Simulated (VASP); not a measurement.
# S (I4_1/amd) in VASP: further runs

Runs on S. Level: PBE. Tasks: single point, relaxation of cell and atoms.

All numbers are computed with VASP 6.6.1; they aren't measurements. Logs are shortened: lines on timing, memory, paths and dates and some standing lists are left out, and cuts for length are marked.

### 1 The cell of the first run

Symmetry: I4_1/amd, No. 141, tetragonal system. Conventional cell: a = 5.472 Å, b = 5.472 Å, c = 2.329 Å, α = 90.00°, β = 90.00°, γ = 90.00°. Within 3.1 Å of S (site symmetry -4m2) lie 6 S at 2.33 to 2.80 Å.

### 2 Single point, PBE

File INCAR:

```
ALGO = Normal ; EDIFF = 1E-7
ENCUT = 520 ; GGA = PE
ISIF = 2 ; ISMEAR = -1
LASPH = T ; LCHARG = T
LELF = T ; LREAL = F
LVHAR = T ; LWAVE = F
NBANDS = 13 ; NELM = 100
PREC = Accurate ; SIGMA = 0.08
```

File KPOINTS:

```
k-points
0
Gamma
  16 16 16
```

File POSCAR:

```
S
1.0
   -2.7360185170      2.7360185170      1.1646237326
    2.7360185170     -2.7360185170      1.1646237326
    2.7360185170      2.7360185170     -1.1646237326
S
2
Direct
   -0.3750000000     -0.1250000000     -0.2500000000
    0.3750000000      0.1250000000      0.2500000000
```

Potentials or basis: VASP PAW PBE potentials, release 64 (S).

Command:

```sh
> cat potpaw_PBE.64/S/POTCAR > POTCAR
> mpirun -np 1 vasp_std > vasp.out
```

OUTCAR:

```text
EDIFF = 1E-7
   ENCUT = 520
   GGA = PE
   ISIF = 2
   ISMEAR = -1
   LASPH = T
   LREAL = F
   NELM = 100
   PREC = Accurate

 ion  position               nearest neighbor table
   1  0.625  0.875  0.750-
   2  0.375  0.125  0.250-

  LATTYP: Found a body centered tetragonal cell.
 ALAT       =     5.4720370340
 C/A-ratio  =     0.4256636881

  Lattice vectors:

 A1 = (  -2.7360185170,   2.7360185170,   1.1646237326)
 A2 = (   2.7360185170,  -2.7360185170,   1.1646237326)
 A3 = (   2.7360185170,   2.7360185170,  -1.1646237326)

Analysis of symmetry for initial positions (statically):
=====================================================================
 Subroutine PRICEL returns:
 Original cell was already a primitive cell.

 Routine SETGRP: Setting up the symmetry group for a
 body centered tetragonal supercell.

 Subroutine GETGRP returns: Found 16 space group operations
 (whereof  4 operations were pure point group operations)
 out of a pool of 16 trial point group operations.

The static configuration has the point symmetry C_2h.
 The point group associated with its full space group is D_4h.

Analysis of symmetry for dynamics (positions and initial velocities):
=====================================================================
 Subroutine PRICEL returns:
 Original cell was already a primitive cell.

 Routine SETGRP: Setting up the symmetry group for a
 body centered tetragonal supercell.

 Subroutine GETGRP returns: Found 16 space group operations
 (whereof  4 operations were pure point group operations)
 out of a pool of 16 trial point group operations.

The dynamic configuration has the point symmetry C_2h.
 The point group associated with its full space group is D_4h.

 Subroutine INISYM returns: Found 16 space group operations
 (whereof  4 operations are pure point group operations),
 and found     1 'primitive' translations

----------------------------------------------------------------------------------------

                                     Primitive cell

  volume of cell :      34.8725

  direct lattice vectors                    reciprocal lattice vectors
    -2.736018517  2.736018517  1.164623733     0.000000000  0.182747301  0.429323211
     2.736018517 -2.736018517  1.164623733     0.182747301  0.000000000  0.429323211
     2.736018517  2.736018517 -1.164623733     0.182747301  0.182747301  0.000000000

  length of vectors
     4.040784960  4.040784960  4.040784960     0.466599395  0.466599395  0.258443712

  position of ions in fractional coordinates (direct lattice)
     0.625000000  0.875000000  0.750000000
     0.375000000  0.125000000  0.250000000

  ion indices of the primitive-cell ions
   primitive index   ion index
                 1           1
                 2           2

----------------------------------------------------------------------------------------

 KPOINTS: k-points

Automatic generation of k-mesh.
 Grid dimensions read from file:
 generate k-points for:   16   16   16

 Generating k-lattice:

  Cartesian coordinates                     Fractional coordinates (reciprocal lattice)
     0.000000000  0.011421706  0.026832701     0.062500000  0.000000000  0.000000000
     0.011421706  0.000000000  0.026832701     0.000000000  0.062500000  0.000000000
     0.011421706  0.011421706  0.000000000     0.000000000  0.000000000  0.062500000

  Length of vectors
     0.029162462  0.029162462  0.016152732

  Shift w.r.t. Gamma in fractional coordinates (k-lattice)
     0.000000000  0.000000000  0.000000000

 Subroutine IBZKPT returns following result:
 ===========================================

 Found    349 irreducible k-points:

 Following reciprocal coordinates:
            Coordinates               Weight
  0.000000  0.000000  0.000000      1.000000
  0.062500  0.000000  0.000000      8.000000
  0.125000  0.000000  0.000000      8.000000
  0.187500 -0.000000  0.000000      8.000000
  0.250000  0.000000  0.000000      8.000000
  0.312500  0.000000  0.000000      8.000000
[... 16 lines left out ...]
 -0.125000  0.062500  0.000000     16.000000
 -0.062500  0.062500  0.000000      4.000000
 [... further k-points ...]
   k-points           NKPTS =    349   k-points in BZ     NKDIM =    349   number of bands    NBANDS=     13
   number of dos      NEDOS =    301   number of ions     NIONS =      2
   total plane-waves  NPLWV =  27000
   dimension x,y,z NGX =    30 NGY =   30 NGZ =   30
   dimension x,y,z NGXF=    60 NGYF=   60 NGZF=   60
   ions per type =               2
   NGX,Y,Z   is equivalent  to a cutoff of  12.34, 12.34, 12.34 a.u.
   NGXF,Y,Z  is equivalent  to a cutoff of  24.69, 24.69, 24.69 a.u.
 SYSTEM =  unknown system
   PREC   = accura    normal or accurate (medium, high low for compatibility)
   ISTART =      0    job   : 0-new  1-cont  2-samecut
   ICHARG =      2    charge: 1-file 2-atom 10-const
   ISPIN  =      1    spin polarized calculation?
   LNONCOLLINEAR =      F non collinear calculations
   LSORBIT =      F    spin-orbit coupling
   LASPH  =      T    aspherical Exc in radial PAW
   ENCUT  =  520.0 eV  38.22 Ry    6.18 a.u.   7.51  7.51  7.51*2*pi/ulx,y,z
   NELM   =    100;   NELMIN=  2; NELMDL= -5     # of ELM steps
   EDIFF  = 0.1E-06   stopping-criterion for ELM
   LREAL  =      F    real-space projection
   EDIFFG = 0.1E-05   stopping-criterion for IOM
   NSW    =      0    number of steps for IOM
   IBRION =     -1    ionic relax: 0-MD 1-quasi-New 2-CG
   NFREE  =      0    steps in history (QN), initial steepest desc. (CG)
   ISIF   =      2    stress and relaxation
   ISYM   =      2    0-nonsym 1-usesym 2-fastsym
   POTIM  = 0.5000    time-step for ionic-motion
   TEBEG  =    0.0;   TEEND  =   0.0 temperature during run
   PSTRESS=    0.0 pullay stress
   NELECT =      12.0000    total number of electrons
   NUPDOWN=      -1.0000    fix difference up-down
   EMIN   =  10.00;   EMAX   =-10.00  energy-range for DOS
   EFERMI =   0.00;   METHOD = LEGACY
   ISMEAR =    -1;   SIGMA  =   0.08  broadening in eV -4-tet -1-fermi 0-gaus
   EFERMI_NEDOS =   21; number of points for ismear=-14 and -15
   IALGO  =     38    algorithm
   IMIX   =      4    mixing-type and parameters
     AMIX     =   0.40;   BMIX     =  1.00
     AMIX_MAG =   1.60;   BMIX_MAG =  1.00
  volume/ion in A,a.u.               =      17.44       117.67
  Fermi-wavevector in a.u.,A,eV,Ry     =   1.147204  2.167901 17.906317  1.316077
  Thomas-Fermi vector in A             =   2.283885
   LORBIT       =      0    0 simple, 1 ext, 2 COOP (PROOUT), +10 PAW based schemes
   GGA     = PE    functional components
[... 5 lines left out ...]
 non-spin polarized calculation
  energy-cutoff  :      520.00
  volume of cell :       34.87
 maximum number of plane-waves:       955
   NGX = 15   NGY = 15   NGZ = 15

 number of electron      11.9999999 magnetization

 Free energy of the ion-electron system (eV)
  ---------------------------------------------------
  ext. energy  EPLUGINS =         0.00000000
  ---------------------------------------------------
  free energy    TOTEN  =        -6.55674856 eV

  energy without entropy =       -6.53050909  energy(sigma->0) =       -6.54362882

 E-fermi :   6.4714     XC(G=0): -10.4945

 val. band max:        6.4706767988   @ k =  -0.2500   0.3125   0.1250
 cond. band min:       6.4737547068   @ k =  -0.3125  -0.4375   0.1875
 fundamental gap:      0.0030779080
 Fermi energy:         6.4714390899

 k-point     1 :       0.0000    0.0000    0.0000
  band No.  band energies     occupation
      1     -10.3220      2.00000
      2      -6.5780      2.00000
      3       0.8372      2.00000
      4       0.8372      2.00000
      5       6.4840      0.92191
      6       6.4840      0.92191
      7       9.4236      0.00000
      8      12.4380      0.00000
      9      12.5429      0.00000
     10      13.3008      0.00000
     11      13.6996      0.00000
     12      19.0929      0.00000
     13      20.6611      0.00000

 k-point     2 :       0.0625    0.0000    0.0000
  band No.  band energies     occupation
      1     -10.2114      2.00000
      2      -6.5100      2.00000
      3       0.8991      2.00000
      4       0.9786      2.00000
      5       6.4159      1.33355
      6       6.5578      0.50740
      7       9.5867      0.00000
      8      11.4572      0.00000
      9      11.5641      0.00000
     10      13.7677      0.00000
     11      13.8962      0.00000
     12      20.1084      0.00000
     13      21.4714      0.00000

 k-point     3 :       0.1250    0.0000    0.0000
  band No.  band energies     occupation
      1      -9.8808      2.00000
      2      -6.3042      2.00000
      3       1.0864      2.00000
      4       1.3963      2.00000
      5       6.2489      1.88337
      6       6.7716      0.04585
      7       9.5555      0.00000
      8       9.6965      0.00000
      9      10.0706      0.00000
     10      14.1614      0.00000
     11      14.7082      0.00000
     12      20.5945      0.00000
     13      20.7241      0.00000
[... 305 lines left out ...]
 k-point    23 :      -0.1250    0.0625    0.0000
  band No.  band energies     occupation
      1     -10.1583      2.00000
      2      -6.6109      2.00000
      3       0.8838      2.00000
      4       1.1171      2.00000
      5       6.0591      1.98852
      6       6.4517      1.12285
      7       9.8214      0.00000
      8      11.4634      0.00000
      9      11.5852      0.00000
     10      13.9485      0.00000
     11      14.3082      0.00000
     12      20.0580      0.00000
     13      21.4327      0.00000

 k-point    24 :      -0.0625    0.0625    0.0000
  band No.  band energies     occupation
      1     -10.2953      2.00000
      2      -6.6298      2.00000
      3       0.8671      2.00000
      4       0.8690      2.00000
      5       6.3588      1.60705
      6       6.3590      1.60613
      7       9.5427      0.00000
      8      12.4602      0.00000
      9      12.5404      0.00000
     10      13.4580      0.00000
     11      13.8513      0.00000
     12      19.0694      0.00000
     13      20.6516      0.00000

 [... further k-points ...]

------------------------ aborting loop because EDIFF is reached ----------------------------------------

  FORCE on cell =-STRESS in cart. coord.  units (eV):
  Direction    XX          YY          ZZ          XY          YZ          ZX
  --------------------------------------------------------------------------------------
  -------------------------------------------------------------------------------------
  Total        0.4900875      0.4900875      0.4132450      0.0000000      0.0000000      0.0000000
  in kB       22.5164832     22.5164832     18.9860455      0.0000000      0.0000000      0.0000000
  external PRESSURE =      21.3396706 kB  Pullay stress =       0.0000000 kB

 VOLUME and BASIS-vectors are now :
 -----------------------------------------------------------------------------
  energy-cutoff  :      520.00
  volume of cell :       34.87
      direct lattice vectors                 reciprocal lattice vectors
    -2.736018517  2.736018517  1.164623733     0.000000000  0.182747301  0.429323211
     2.736018517 -2.736018517  1.164623733     0.182747301  0.000000000  0.429323211
     2.736018517  2.736018517 -1.164623733     0.182747301  0.182747301  0.000000000

 POSITION                                       TOTAL-FORCE (eV/Angst)
 -----------------------------------------------------------------------------------
      2.73602      1.36801      0.87347        -0.000000      0.000000      0.000000
     -0.00000      1.36801      0.29116         0.000000     -0.000000     -0.000000
 -----------------------------------------------------------------------------------
    total drift:                                0.000000     -0.000000      0.000000

  FREE ENERGIE OF THE ION-ELECTRON SYSTEM (eV)
  ---------------------------------------------------
  free  energy   TOTEN  =        -6.5567485563 eV

  energy  without entropy=       -6.5305090879  energy(sigma->0) =       -6.54362882
```

It took 3.4 min on 1 thread of Intel Xeon Platinum 8259CL at 2.50GHz (Skylake/Cascade Lake), shared host; peak memory 0.25 GiB.

What came out:

```yaml
Free_energy: -6.5567 eV
Pressure: 2.1 GPa
Band_gap_on_the_k_mesh: zero (bands 6 and 7 overlap by 2.96 eV)
```

(Part 1 of 2 ends here.)
